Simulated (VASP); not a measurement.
# KI (Pm-3m) in VASP: single point with PBEsol

Aim: the single point of KI with PBEsol.

Program: VASP 6.6.1. These are calculated values, not measurements. Logs are shortened: lines on timing, memory, paths and dates and some standing lists are left out, and cuts for length are marked.

## (1) The cell of the first run

The structure is cubic, space group Pm-3m (No. 221). Conventional cell: a = 4.291 Å, b = 4.291 Å, c = 4.291 Å, α = 90.00°, β = 90.00°, γ = 90.00°. K (site symmetry m-3m) has 8 I at 3.72 Å and 6 K at 4.29 Å within 4.9 Å. I (site symmetry m-3m) has 8 K at 3.72 Å and 6 I at 4.29 Å within 4.9 Å.

## (2) Single point, PBEsol

Contents of INCAR:

```
PREC = Accurate
ENCUT = 500
EDIFF = 1E-6
ISMEAR = 0
SIGMA = 0.01
LREAL = False
LASPH = True
NELM = 120
ALGO = Normal
ISIF = 2
LWAVE = False
LCHARG = False
GGA = PS
NBANDS = 24
GGA_COMPAT = False
```

Contents of KPOINTS:

```
Automatic mesh
0
Gamma
  2 4 4
```

Contents of POSCAR:

```
KI
1.0
    8.5823933200      0.0000000000      0.0000000000
    0.0000000000      4.2911966600      0.0000000000
    0.0000000000      0.0000000000      4.2911966600
K I
2 2
Direct
    0.0000000000      0.0000000000      0.0000000000
    0.5000000000      0.0000000000      0.0000000000
    0.2500000000      0.5000000000      0.5000000000
    0.7500000000      0.5000000000      0.5000000000
```

Potentials or basis: VASP PAW PBE potentials, release 64 (K_sv, I).

The run is started by

```console
$ cat potpaw_PBE.64/K_sv/POTCAR potpaw_PBE.64/I/POTCAR > POTCAR
$ mpirun -np 1 vasp_std > vasp.out
```

OUTCAR:

```text
PREC = Accurate
   ENCUT = 500
   EDIFF = 1E-6
   ISMEAR = 0
   LREAL = False
   LASPH = True
   NELM = 120
   ISIF = 2
   GGA = PS

 ion  position               nearest neighbor table
   1  0.000  0.000  0.000-
   2  0.500  0.000  0.000-
   3  0.250  0.500  0.500-
   4  0.750  0.500  0.500-

  LATTYP: Found a simple tetragonal cell.
 ALAT       =     4.2911966600
 C/A-ratio  =     2.0000000000

  Lattice vectors:

 A1 = (   0.0000000000,   4.2911966600,   0.0000000000)
 A2 = (   0.0000000000,   0.0000000000,   4.2911966600)
 A3 = (   8.5823933200,   0.0000000000,   0.0000000000)

Analysis of symmetry for initial positions (statically):
=====================================================================
 Subroutine PRICEL returns following result:

  LATTYP: Found a simple cubic cell.
 ALAT       =     4.2911966600

  Lattice vectors:

 A1 = (   4.2911966600,   0.0000000000,   0.0000000000)
 A2 = (   0.0000000000,   4.2911966600,   0.0000000000)
 A3 = (   0.0000000000,   0.0000000000,   4.2911966600)

   2 primitive cells build up your supercell.

 Routine SETGRP: Setting up the symmetry group for a
 simple tetragonal supercell.

 Subroutine GETGRP returns: Found 16 space group operations
 (whereof 16 operations were pure point group operations)
 out of a pool of 16 trial point group operations.

The static configuration has the point symmetry D_4h.

Analysis of symmetry for dynamics (positions and initial velocities):
=====================================================================
 Subroutine PRICEL returns following result:

  LATTYP: Found a simple cubic cell.
 ALAT       =     4.2911966600

  Lattice vectors:

 A1 = (   4.2911966600,   0.0000000000,   0.0000000000)
 A2 = (   0.0000000000,   4.2911966600,   0.0000000000)
 A3 = (   0.0000000000,   0.0000000000,   4.2911966600)

   2 primitive cells build up your supercell.

 Routine SETGRP: Setting up the symmetry group for a
 simple tetragonal supercell.

 Subroutine GETGRP returns: Found 16 space group operations
 (whereof 16 operations were pure point group operations)
 out of a pool of 16 trial point group operations.

The dynamic configuration has the point symmetry D_4h.

 Subroutine INISYM returns: Found 16 space group operations
 (whereof 16 operations are pure point group operations),
 and found     2 'primitive' translations

----------------------------------------------------------------------------------------

                                     Primitive cell

  volume of cell :      79.0197

  direct lattice vectors                    reciprocal lattice vectors
     4.291196660  0.000000000  0.000000000     0.233035230  0.000000000  0.000000000
     0.000000000  4.291196660  0.000000000     0.000000000  0.233035230  0.000000000
     0.000000000  0.000000000  4.291196660     0.000000000  0.000000000  0.233035230

  length of vectors
     4.291196660  4.291196660  4.291196660     0.233035230  0.233035230  0.233035230

  position of ions in fractional coordinates (direct lattice)
     0.000000000  0.000000000  0.000000000
     0.500000000  0.500000000  0.500000000

  ion indices of the primitive-cell ions
   primitive index   ion index
                 1           1
                 2           3

----------------------------------------------------------------------------------------

 KPOINTS: Automatic mesh

Automatic generation of k-mesh.
 Grid dimensions read from file:
 generate k-points for:    2    4    4

 Generating k-lattice:

  Cartesian coordinates                     Fractional coordinates (reciprocal lattice)
     0.058258807  0.000000000  0.000000000     0.500000000  0.000000000  0.000000000
     0.000000000  0.058258807  0.000000000     0.000000000  0.250000000  0.000000000
     0.000000000  0.000000000  0.058258807     0.000000000  0.000000000  0.250000000

  Length of vectors
     0.058258807  0.058258807  0.058258807

  Shift w.r.t. Gamma in fractional coordinates (k-lattice)
     0.000000000  0.000000000  0.000000000

 Subroutine IBZKPT returns following result:
 ===========================================

 Found     12 irreducible k-points:

 Following reciprocal coordinates:
            Coordinates               Weight
  0.000000  0.000000  0.000000      1.000000
  0.500000  0.000000  0.000000      1.000000
  0.000000  0.250000  0.000000      4.000000
  0.500000  0.250000  0.000000      4.000000
  0.000000  0.500000  0.000000      2.000000
  0.500000  0.500000  0.000000      2.000000
  0.000000  0.250000  0.250000      4.000000
  0.500000  0.250000  0.250000      4.000000
  0.000000  0.500000  0.250000      4.000000
  0.500000  0.500000  0.250000      4.000000
  0.000000  0.500000  0.500000      1.000000
  0.500000  0.500000  0.500000      1.000000
   k-points           NKPTS =     12   k-points in BZ     NKDIM =     12   number of bands    NBANDS=     24
   number of dos      NEDOS =    301   number of ions     NIONS =      4
   total plane-waves  NPLWV =  65536
   dimension x,y,z NGX =    64 NGY =   32 NGZ =   32
   dimension x,y,z NGXF=   128 NGYF=   64 NGZF=   64
   ions per type =               2   2
   NGX,Y,Z   is equivalent  to a cutoff of  12.40, 12.40, 12.40 a.u.
   NGXF,Y,Z  is equivalent  to a cutoff of  24.79, 24.79, 24.79 a.u.
 SYSTEM =  unknown system
   PREC   = accura    normal or accurate (medium, high low for compatibility)
   ISTART =      0    job   : 0-new  1-cont  2-samecut
   ICHARG =      2    charge: 1-file 2-atom 10-const
   ISPIN  =      1    spin polarized calculation?
   LNONCOLLINEAR =      F non collinear calculations
   LSORBIT =      F    spin-orbit coupling
   LASPH  =      T    aspherical Exc in radial PAW
   ENCUT  =  500.0 eV  36.75 Ry    6.06 a.u.  15.65  7.82  7.82*2*pi/ulx,y,z
   NELM   =    120;   NELMIN=  2; NELMDL= -5     # of ELM steps
   EDIFF  = 0.1E-05   stopping-criterion for ELM
   LREAL  =      F    real-space projection
[... 7 lines left out ...]
   TEBEG  =    0.0;   TEEND  =   0.0 temperature during run
   PSTRESS=    0.0 pullay stress
   NELECT =      32.0000    total number of electrons
   NUPDOWN=      -1.0000    fix difference up-down
   EMIN   =  10.00;   EMAX   =-10.00  energy-range for DOS
   EFERMI =   0.00;   METHOD = LEGACY
   ISMEAR =     0;   SIGMA  =   0.01  broadening in eV -4-tet -1-fermi 0-gaus
   EFERMI_NEDOS =   21; number of points for ismear=-14 and -15
   IALGO  =     38    algorithm
   IMIX   =      4    mixing-type and parameters
     AMIX     =   0.40;   BMIX     =  1.00
     AMIX_MAG =   1.60;   BMIX_MAG =  1.00
  volume/ion in A,a.u.               =      39.51       266.63
  Fermi-wavevector in a.u.,A,eV,Ry     =   0.961324  1.816639 12.573738  0.924144
  Thomas-Fermi vector in A             =   2.090686
   LORBIT       =      0    0 simple, 1 ext, 2 COOP (PROOUT), +10 PAW based schemes
   GGA     = PS    functional components
   LHFCALC =     F    Hartree Fock is set to
   AEXX    =    0.0000 exact exchange contribution
   IVDW    =     0    specifies the selected vdW correction
   LEPSILON=     F    determine dielectric tensor
   LRPA    =     F    only Hartree local field effects (RPA)
 non-spin polarized calculation
 Gauss-broadening in eV      SIGMA  =   0.01
  energy-cutoff  :      500.00
  volume of cell :      158.04
 maximum number of plane-waves:      4044
 NGX is ok and might be reduce to    64
   NGX = 31   NGY = 15   NGZ = 15

 number of electron      32.0000007 magnetization

 Free energy of the ion-electron system (eV)
  ---------------------------------------------------
  ext. energy  EPLUGINS =         0.00000000
  ---------------------------------------------------
  free energy    TOTEN  =       -11.42598305 eV

  energy without entropy =      -11.42598305  energy(sigma->0) =      -11.42598305

 E-fermi :   0.8803     XC(G=0):  -7.8710

 val. band max:        0.7908847615   @ k =   0.0000   0.5000   0.0000
 cond. band min:       3.9688996670   @ k =   0.0000   0.0000   0.0000
 fundamental gap:      3.1780149056
 Fermi energy:         0.8802950193

 k-point     1 :       0.0000    0.0000    0.0000
  band No.  band energies     occupation
      1     -28.4058      2.00000
      2     -28.4009      2.00000
      3     -12.0977      2.00000
      4     -11.9219      2.00000
      5     -11.9219      2.00000
      6     -11.9219      2.00000
[... 16 lines left out ...]
     23       7.7480      0.00000
     24       9.1729      0.00000

 k-point     2 :       0.5000    0.0000    0.0000
  band No.  band energies     occupation
      1     -28.4033      2.00000
      2     -28.4033      2.00000
      3     -12.0148      2.00000
      4     -12.0148      2.00000
      5     -11.9159      2.00000
      6     -11.9159      2.00000
[... 16 lines left out ...]
     23       9.0236      0.00000
     24       9.0236      0.00000

 k-point     3 :       0.0000    0.2500    0.0000
  band No.  band energies     occupation
      1     -28.4033      2.00000
      2     -28.3986      2.00000
      3     -12.0535      2.00000
      4     -12.0148      2.00000
      5     -11.9596      2.00000
      6     -11.9159      2.00000
[... 16 lines left out ...]
     23       8.0683      0.00000
     24       8.3313      0.00000
[... 190 lines left out ...]
 k-point    11 :       0.0000    0.5000    0.5000
  band No.  band energies     occupation
      1     -28.3962      2.00000
      2     -28.3918      2.00000
      3     -12.0084      2.00000
      4     -12.0084      2.00000
      5     -11.9889      2.00000
      6     -11.9889      2.00000
[... 16 lines left out ...]
     23       7.5382      0.00000
     24       9.6982      0.00000

 k-point    12 :       0.5000    0.5000    0.5000
  band No.  band energies     occupation
      1     -28.3940      2.00000
      2     -28.3940      2.00000
      3     -11.9987      2.00000
      4     -11.9987      2.00000
      5     -11.9987      2.00000
      6     -11.9987      2.00000
[... 16 lines left out ...]
     23       8.1241      0.00000
     24       8.1241      0.00000

------------------------ aborting loop because EDIFF is reached ----------------------------------------

  FORCE on cell =-STRESS in cart. coord.  units (eV):
  Direction    XX          YY          ZZ          XY          YZ          ZX
  --------------------------------------------------------------------------------------
  -------------------------------------------------------------------------------------
  Total       -0.4859426     -0.4859382     -0.4859382      0.0000000      0.0000000     -0.0000000
  in kB       -4.9264074     -4.9263630     -4.9263630      0.0000000      0.0000000     -0.0000000
  external PRESSURE =      -4.9263778 kB  Pullay stress =       0.0000000 kB

 VOLUME and BASIS-vectors are now :
 -----------------------------------------------------------------------------
  energy-cutoff  :      500.00
  volume of cell :      158.04
      direct lattice vectors                 reciprocal lattice vectors
     8.582393320  0.000000000  0.000000000     0.116517615  0.000000000  0.000000000
     0.000000000  4.291196660  0.000000000     0.000000000  0.233035230  0.000000000
     0.000000000  0.000000000  4.291196660     0.000000000  0.000000000  0.233035230

 POSITION                                       TOTAL-FORCE (eV/Angst)
 -----------------------------------------------------------------------------------
      0.00000      0.00000      0.00000        -0.000000      0.000000      0.000000
      4.29120      0.00000      0.00000         0.000000     -0.000000     -0.000000
      2.14560      2.14560      2.14560        -0.000000      0.000000      0.000000
      6.43679      2.14560      2.14560        -0.000000     -0.000000     -0.000000
 -----------------------------------------------------------------------------------
    total drift:                                0.000000     -0.000000      0.000000

  FREE ENERGIE OF THE ION-ELECTRON SYSTEM (eV)
  ---------------------------------------------------
  free  energy   TOTEN  =       -11.4259830458 eV

  energy  without entropy=      -11.4259830458  energy(sigma->0) =      -11.42598305
```

It took 28 s on 1 thread of Intel Xeon Platinum 8559C (Emerald Rapids), shared host; peak memory 0.25 GiB.

Results:

```yaml
Free_energy: -11.4260 eV
Pressure: -0.5 GPa
Band_gap_on_the_k_mesh: 3.18 eV
```

Levels at points of the mesh, in eV from the valence-band top:
```tsv
k point	band 13	band 14	band 15	band 16	band 17	band 18	band 19	band 20
(0.00, 0.00, 0.00)	-0.37	-0.37	-0.29	-0.29	3.18	4.66	4.66	5.33
(0.50, 0.00, 0.00)	-0.33	-0.33	-0.33	-0.33	4.23	4.23	5.11	5.11
(0.00, 0.50, 0.00)	-1.74	-0.29	-0.29	0.00	3.81	5.33	5.60	6.09
(0.50, 0.50, 0.00)	-1.11	-1.11	-0.15	-0.15	4.86	4.86	5.65	5.65
(0.00, 0.50, 0.50)	-1.68	-1.68	-1.68	0.00	3.81	5.51	5.51	5.51
(0.50, 0.50, 0.50)	-1.71	-1.71	-0.97	-0.97	4.49	4.49	6.02	6.02
```

Caveat: the PAW data sets were made with another functional, which shifts forces and pressure a little; spin-orbit coupling is left out, which moves the levels of the heavy elements. A k mesh can miss the band edges.
